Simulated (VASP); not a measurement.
# Sn (I4_1/amd) in VASP: further runs

Sn is run at these levels: PBE, PBEsol; tasks: electric field gradients.

Everything below comes from runs of VASP 6.6.1. Logs are shortened: lines on timing, memory, paths and dates and some standing lists are left out, and cuts for length are marked.

## (1) The cell of the first run

The structure is tetragonal, space group I4_1/amd (No. 141). Conventional cell: a = 4.660 Å, b = 4.660 Å, c = 6.296 Å, α = 90.00°, β = 90.00°, γ = 90.00°. Sn (site symmetry -4m2) has 4 Sn at 2.81 Å within 3.7 Å.

## (2) Electric field gradients, PBE (z stretched by -3 % at fixed volume)

Input file INCAR:

```
SYSTEM = Sn
ALGO = Normal ; EDIFF = 1E-8
ENCUT = 520 ; GGA = PE
ISIF = 2 ; ISMEAR = -1
LASPH = .True. ; LCHARG = .False.
LEFG = .True. ; LREAL = .False.
LWAVE = .False. ; NBANDS = 21
NELM = 80 ; PREC = Accurate
SIGMA = 0.03
```

Input file KPOINTS:

```
k-points
0
Gamma
  9 9 9
  0 0 0
```

Input file POSCAR:

```
Sn
1.0
    0.0000000000      3.2954075134      3.1482320000
    3.2954075134      0.0000000000      3.1482320000
    3.2954075134      3.2954075134      0.0000000000
Sn
2
Direct
    0.5000000000      0.5000000000      0.5000000000
    0.7500000000      0.7500000000      0.7500000000
```

Potentials or basis: VASP PAW PBE potentials, release 64 (Sn_d).

Launch:

```
$ cat potpaw_PBE.64/Sn_d/POTCAR > POTCAR
$ mpirun -np 1 vasp_std > vasp.out
```

OUTCAR:

```text
SYSTEM = Sn
   EDIFF = 1E-8
   ENCUT = 520
   GGA = PE
   ISIF = 2
   ISMEAR = -1
   LASPH = .True.
   LREAL = .False.
   NELM = 80
   PREC = Accurate

 ion  position               nearest neighbor table
   1  0.500  0.500  0.500-   2 2.81   2 2.81   2 2.81   2 2.81
   2  0.750  0.750  0.750-   1 2.81   1 2.81   1 2.81   1 2.81

  LATTYP: Found a body centered tetragonal cell.
 ALAT       =     4.6604099990
 C/A-ratio  =     1.3510536630

  Lattice vectors:

 A1 = (   0.0000000000,  -3.2954075134,  -3.1482320000)
 A2 = (   0.0000000000,   3.2954075134,  -3.1482320000)
 A3 = (   3.2954075134,   0.0000000000,   3.1482320000)

Analysis of symmetry for initial positions (statically):
=====================================================================
 Subroutine PRICEL returns:
 Original cell was already a primitive cell.

 Routine SETGRP: Setting up the symmetry group for a
 body centered tetragonal supercell.

 Subroutine GETGRP returns: Found 16 space group operations
 (whereof  8 operations were pure point group operations)
 out of a pool of 16 trial point group operations.

The static configuration has the point symmetry D_2d.
 The point group associated with its full space group is D_4h.

Analysis of symmetry for dynamics (positions and initial velocities):
=====================================================================
 Subroutine PRICEL returns:
 Original cell was already a primitive cell.

 Routine SETGRP: Setting up the symmetry group for a
 body centered tetragonal supercell.

 Subroutine GETGRP returns: Found 16 space group operations
 (whereof  8 operations were pure point group operations)
 out of a pool of 16 trial point group operations.

The dynamic configuration has the point symmetry D_2d.
 The point group associated with its full space group is D_4h.

 Subroutine INISYM returns: Found 16 space group operations
 (whereof  8 operations are pure point group operations),
 and found     1 'primitive' translations

----------------------------------------------------------------------------------------

                                     Primitive cell

  volume of cell :      68.3778

  direct lattice vectors                    reciprocal lattice vectors
     0.000000000  3.295407513  3.148232000    -0.151726303  0.151726303  0.158819299
     3.295407513  0.000000000  3.148232000     0.151726303 -0.151726303  0.158819299
     3.295407513  3.295407513  0.000000000     0.151726303  0.151726303 -0.158819299

  length of vectors
     4.557529529  4.557529529  4.660409999     0.266955637  0.266955637  0.266955637

  position of ions in fractional coordinates (direct lattice)
     0.500000000  0.500000000  0.500000000
     0.750000000  0.750000000  0.750000000

  ion indices of the primitive-cell ions
   primitive index   ion index
                 1           1
                 2           2

----------------------------------------------------------------------------------------

 KPOINTS: k-points

Automatic generation of k-mesh.
 Grid dimensions read from file:
 generate k-points for:    9    9    9

 Generating k-lattice:

  Cartesian coordinates                     Fractional coordinates (reciprocal lattice)
    -0.016858478  0.016858478  0.017646589     0.111111111  0.000000000  0.000000000
     0.016858478 -0.016858478  0.017646589     0.000000000  0.111111111  0.000000000
     0.016858478  0.016858478 -0.017646589    -0.000000000 -0.000000000  0.111111111

  Length of vectors
     0.029661737  0.029661737  0.029661737

  Shift w.r.t. Gamma in fractional coordinates (k-lattice)
     0.000000000  0.000000000  0.000000000

 Subroutine IBZKPT returns following result:
 ===========================================

 Found     75 irreducible k-points:

 Following reciprocal coordinates:
            Coordinates               Weight
  0.000000  0.000000  0.000000      1.000000
  0.111111  0.000000  0.000000      8.000000
  0.222222  0.000000  0.000000      8.000000
  0.333333  0.000000  0.000000      8.000000
  0.444444  0.000000  0.000000      8.000000
  0.111111  0.111111  0.000000      2.000000
[... 16 lines left out ...]
 -0.333333  0.333333  0.000000      4.000000
  0.444444  0.444444  0.000000      2.000000
 [... further k-points ...]
   k-points           NKPTS =     75   k-points in BZ     NKDIM =     75   number of bands    NBANDS=     21
   number of dos      NEDOS =    301   number of ions     NIONS =      2
   total plane-waves  NPLWV =  46656
   dimension x,y,z NGX =    36 NGY =   36 NGZ =   36
   dimension x,y,z NGXF=    72 NGYF=   72 NGZF=   72
   ions per type =               2
   NGX,Y,Z   is equivalent  to a cutoff of  13.13, 13.13, 12.84 a.u.
   NGXF,Y,Z  is equivalent  to a cutoff of  26.26, 26.26, 25.68 a.u.
 SYSTEM =  Sn
   PREC   = accura    normal or accurate (medium, high low for compatibility)
   ISTART =      0    job   : 0-new  1-cont  2-samecut
   ICHARG =      2    charge: 1-file 2-atom 10-const
   ISPIN  =      1    spin polarized calculation?
   LNONCOLLINEAR =      F non collinear calculations
   LSORBIT =      F    spin-orbit coupling
   LASPH  =      T    aspherical Exc in radial PAW
   ENCUT  =  520.0 eV  38.22 Ry    6.18 a.u.   8.47  8.47  8.67*2*pi/ulx,y,z
   NELM   =     80;   NELMIN=  2; NELMDL= -5     # of ELM steps
   EDIFF  = 0.1E-07   stopping-criterion for ELM
   LREAL  =      F    real-space projection
   EDIFFG = 0.1E-06   stopping-criterion for IOM
   NSW    =      0    number of steps for IOM
   IBRION =     -1    ionic relax: 0-MD 1-quasi-New 2-CG
   NFREE  =      0    steps in history (QN), initial steepest desc. (CG)
   ISIF   =      2    stress and relaxation
   ISYM   =      2    0-nonsym 1-usesym 2-fastsym
   POTIM  = 0.5000    time-step for ionic-motion
   TEBEG  =    0.0;   TEEND  =   0.0 temperature during run
   PSTRESS=    0.0 pullay stress
   NELECT =      28.0000    total number of electrons
   NUPDOWN=      -1.0000    fix difference up-down
   EMIN   =  10.00;   EMAX   =-10.00  energy-range for DOS
   EFERMI =   0.00;   METHOD = LEGACY
   ISMEAR =    -1;   SIGMA  =   0.03  broadening in eV -4-tet -1-fermi 0-gaus
   EFERMI_NEDOS =   21; number of points for ismear=-14 and -15
   IALGO  =     38    algorithm
   IMIX   =      4    mixing-type and parameters
     AMIX     =   0.40;   BMIX     =  1.00
     AMIX_MAG =   1.60;   BMIX_MAG =  1.00
  volume/ion in A,a.u.               =      34.19       230.72
  Fermi-wavevector in a.u.,A,eV,Ry     =   1.215689  2.297319 20.108049  1.477900
  Thomas-Fermi vector in A             =   2.351068
   LORBIT       =      0    0 simple, 1 ext, 2 COOP (PROOUT), +10 PAW based schemes
   GGA     = PE    functional components
   LHFCALC =     F    Hartree Fock is set to
   AEXX    =    0.0000 exact exchange contribution
   IVDW    =     0    specifies the selected vdW correction
   LEPSILON=     F    determine dielectric tensor
   LRPA    =     F    only Hartree local field effects (RPA)
 non-spin polarized calculation
  energy-cutoff  :      520.00
  volume of cell :       68.38
 maximum number of plane-waves:      1875
 NGX is ok and might be reduce to    36
   NGX = 17   NGY = 17   NGZ = 17

 number of electron      27.9999992 magnetization

 Free energy of the ion-electron system (eV)
  ---------------------------------------------------
  ext. energy  EPLUGINS =         0.00000000
  ---------------------------------------------------
  free energy    TOTEN  =        -7.63127135 eV

  energy without entropy =       -7.63019929  energy(sigma->0) =       -7.63073532

 E-fermi :   5.6151     XC(G=0):  -8.8743

 val. band max:        5.5859201312   @ k =   0.1111   0.0000   0.0000
 cond. band min:       5.6213557111   @ k =   0.4444   0.0000   0.0000
 fundamental gap:      0.0354355799
 Fermi energy:         5.6150982757

 k-point     1 :       0.0000    0.0000    0.0000
  band No.  band energies     occupation
      1     -16.0593      2.00000
      2     -16.0408      2.00000
      3     -16.0408      2.00000
      4     -15.9911      2.00000
      5     -15.9841      2.00000
      6     -15.6902      2.00000
[... 13 lines left out ...]
     20      13.2363      0.00000
     21      13.7121      0.00000
[... 529 lines left out ...]
 k-point    24 :       0.4444    0.4444    0.0000
  band No.  band energies     occupation
      1     -16.0846      2.00000
      2     -16.0846      2.00000
      3     -15.9791      2.00000
      4     -15.9180      2.00000
      5     -15.8531      2.00000
      6     -15.7962      2.00000
[... 13 lines left out ...]
     20      15.6129      0.00000
     21      15.6840      0.00000

 [... further k-points ...]

------------------------ aborting loop because EDIFF is reached ----------------------------------------

  FORCE on cell =-STRESS in cart. coord.  units (eV):
  Direction    XX          YY          ZZ          XY          YZ          ZX
  --------------------------------------------------------------------------------------
  -------------------------------------------------------------------------------------
  Total        1.1636760      1.1636760      1.6807479      0.0000000      0.0000000      0.0000000
  in kB       27.2663922     27.2663922     39.3820376      0.0000000      0.0000000      0.0000000
  external PRESSURE =      31.3049406 kB  Pullay stress =       0.0000000 kB

 VOLUME and BASIS-vectors are now :
 -----------------------------------------------------------------------------
  energy-cutoff  :      520.00
  volume of cell :       68.38
      direct lattice vectors                 reciprocal lattice vectors
     0.000000000  3.295407513  3.148232000    -0.151726303  0.151726303  0.158819299
     3.295407513  0.000000000  3.148232000     0.151726303 -0.151726303  0.158819299
     3.295407513  3.295407513  0.000000000     0.151726303  0.151726303 -0.158819299

 POSITION                                       TOTAL-FORCE (eV/Angst)
 -----------------------------------------------------------------------------------
      3.29541      3.29541      3.14823         0.000000      0.000000      0.000000
      4.94311      4.94311      4.72235        -0.000000     -0.000000      0.000000
 -----------------------------------------------------------------------------------
    total drift:                                0.000000      0.000000      0.000000

  FREE ENERGIE OF THE ION-ELECTRON SYSTEM (eV)
  ---------------------------------------------------
  free  energy   TOTEN  =        -7.6312713497 eV

  energy  without entropy=       -7.6301992858  energy(sigma->0) =       -7.63073532

 Electric field gradients (V/A^2)
---------------------------------------------------------------------
 ion       V_xx      V_yy      V_zz      V_xy      V_xz      V_yz
---------------------------------------------------------------------
   1      -3.025    -3.025     6.049     0.000     0.000     0.000
   2      -3.025    -3.025     6.049     0.000     0.000     0.000
---------------------------------------------------------------------

 Electric field gradients after diagonalization (V/A^2)
 (convention: |V_zz| > |V_xx| > |V_yy|)
----------------------------------------------------------------------
 ion       V_xx      V_yy      V_zz     asymmetry (V_yy - V_xx)/ V_zz
----------------------------------------------------------------------
   1      -3.025    -3.024     6.049       0.000
   2      -3.025    -3.024     6.049       0.000
----------------------------------------------------------------------

           NMR quadrupolar parameters

 Cq : quadrupolar parameter    Cq=e*Q*V_zz/h
 eta: asymmetry parameters     (V_yy - V_xx)/ V_zz
 Q  : nuclear electric quadrupole moment in mb (millibarn)
----------------------------------------------------------------------
 ion       Cq(MHz)       eta       Q (mb)
----------------------------------------------------------------------
   1       0.015       0.000       1.000
   2       0.015       0.000       1.000
----------------------------------------------------------------------
```

Run time: 63 s. Hardware: 1 thread of Intel Xeon 6975P-C (Granite Rapids), shared host; peak memory 0.24 GiB.

Results:

```
Free energy                             : -7.6313 eV
Pressure                                : 3.1 GPa
Band gap on the k mesh                  : zero (filled and empty bands overlap)
Largest electric field gradient by atom : Sn +6.0 V/Å²
```

Electric field gradients, principal values (V/Å²):
| atom | least | middle | greatest (by size) |
| --- | --- | --- | --- |
| 1 Sn | -3.024 | -3.025 | 6.049 |
| 2 Sn | -3.024 | -3.025 | 6.049 |

Caveat: the cell stands under pressure; without QUAD_EFG the Cq values of the log hold for a quadrupole moment of 1 mb, not for the nuclei; spin-orbit coupling is left out, which moves the levels of the heavy elements.

## (3) Electric field gradients, PBEsol

Input file INCAR:

```
SYSTEM = Sn
  PREC = Accurate
  ENCUT = 520
  EDIFF = 1E-8
  ISMEAR = -1
  SIGMA = 0.03
  LREAL = .FALSE.
  LASPH = .TRUE.
  NELM = 60
  ALGO = Normal
  ISIF = 2
  LWAVE = .FALSE.
  LCHARG = .FALSE.
  GGA = PS
  LEFG = .TRUE.
  NBANDS = 21
```

Input file KPOINTS:

```
regular mesh
0
G
  9 9 9
  0 0 0
```

POSCAR is that of step 2.

Potentials or basis: VASP PAW PBE potentials, release 64 (Sn_d).

Launch:

```
$ cat potpaw_PBE.64/Sn_d/POTCAR > POTCAR
$ mpirun -np 1 vasp_std > vasp.out
```

OUTCAR:

```text
SYSTEM = Sn
   PREC = Accurate
   ENCUT = 520
   EDIFF = 1E-8
   ISMEAR = -1
   LREAL = .FALSE.
   LASPH = .TRUE.
   NELM = 60
   ISIF = 2
   GGA = PS

 ion  position               nearest neighbor table
   1  0.500  0.500  0.500-   2 2.81   2 2.81   2 2.81   2 2.81
   2  0.750  0.750  0.750-   1 2.81   1 2.81   1 2.81   1 2.81

  LATTYP: Found a body centered tetragonal cell.
 ALAT       =     4.6604099990
 C/A-ratio  =     1.3510536630

  Lattice vectors:

 A1 = (   0.0000000000,  -3.2954075134,  -3.1482320000)
[... 792 lines left out ...]
  free  energy   TOTEN  =        -8.4480119334 eV

  energy  without entropy=       -8.4468432088  energy(sigma->0) =       -8.44742757

 Electric field gradients (V/A^2)
---------------------------------------------------------------------
 ion       V_xx      V_yy      V_zz      V_xy      V_xz      V_yz
---------------------------------------------------------------------
   1      -3.417    -3.417     6.834     0.000     0.000     0.000
   2      -3.417    -3.417     6.834     0.000     0.000     0.000
---------------------------------------------------------------------

 Electric field gradients after diagonalization (V/A^2)
 (convention: |V_zz| > |V_xx| > |V_yy|)
----------------------------------------------------------------------
 ion       V_xx      V_yy      V_zz     asymmetry (V_yy - V_xx)/ V_zz
----------------------------------------------------------------------
   1      -3.417    -3.417     6.834       0.000
   2      -3.417    -3.417     6.834       0.000
----------------------------------------------------------------------

           NMR quadrupolar parameters

 Cq : quadrupolar parameter    Cq=e*Q*V_zz/h
 eta: asymmetry parameters     (V_yy - V_xx)/ V_zz
 Q  : nuclear electric quadrupole moment in mb (millibarn)
----------------------------------------------------------------------
 ion       Cq(MHz)       eta       Q (mb)
----------------------------------------------------------------------
   1       0.017       0.000       1.000
   2       0.017       0.000       1.000
----------------------------------------------------------------------
```

Run time: 70 s. Hardware: 1 thread of Intel Xeon 6975P-C (Granite Rapids), shared host; peak memory 0.25 GiB.

Results:

```
Free energy                             : -8.4480 eV
Pressure                                : 0.9 GPa
Band gap on the k mesh                  : zero (bands 14 and 15 overlap by 0.06 eV)
Largest electric field gradient by atom : Sn +6.8 V/Å²
```

Stress tensor (GPa, compression positive):
```
0.50 0.00 0.00
0.00 0.50 0.00
0.00 0.00 1.74
```

Levels at points of the mesh, in eV from the Fermi level:
```tsv
k point	band 10	band 11	band 12	band 13	band 14	band 15	band 16	band 17	band 18	band 19
(0.00, 0.00, 0.00)	-21.16	-10.58	-0.67	0.03	0.03	0.32	2.08	2.26	2.26	4.91
```

Electric field gradients, principal values (V/Å²):
| atom | least | middle | greatest (by size) |
| --- | --- | --- | --- |
| 1 Sn | -3.417 | -3.417 | 6.834 |
| 2 Sn | -3.417 | -3.417 | 6.834 |

Caveat: without QUAD_EFG the Cq values of the log hold for a quadrupole moment of 1 mb, not for the nuclei; the PAW data sets were made with another functional, which shifts forces and pressure a little; spin-orbit coupling is left out, which moves the levels of the heavy elements.
